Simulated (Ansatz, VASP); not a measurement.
C in VASP and in Ansatz

```xyz
2
Lattice="1.2290 0.7096 3.2830 -1.2290 0.7096 3.2830 0.0000 -1.4192 3.2830" Properties=species:S:1:pos:R:3 pbc="T T T"
C     0.0000    0.0600    1.6090
C     0.0000   -0.0600    8.2399
```

Change from the starting cell: mode 4 frozen in at -0.032 Å and mode 6 at +0.060 Å (largest displacements).

Alike in both runs: task single point; functional PBEsol; dispersion D3(BJ); k mesh 15 × 15 × 15; occupations gaussian, width 0.05 eV; no spin polarisation.

```csv
,VASP,Ansatz
version,VASP 6.6.1,Ansatz 0.2.0
potentials or method,"VASP PAW PBE potentials, release 64 (C), cutoff 520 eV","scalar-relativistic, plane waves, PAW"
valence electrons in the cell,8,8
```

```csv
,VASP,Ansatz,Ansatz less VASP
gap on the k mesh at the Fermi level (eV),0.29,0.29,0.000
least direct gap on the mesh (eV),0.29,0.29,0.000
pressure (GPa),6.3,5.6,-0.64
"traceless stress, the component that is largest in VASP (GPa)",16.53,15.86,-0.670
rms of the force components (eV/Å),3.264,3.256,-0.0075
```

VASP's potentials were made for PBE, not for PBEsol, and Ansatz warns of the same on its side. Atom by atom the forces differ by 0.009 eV/Å (rms over components).
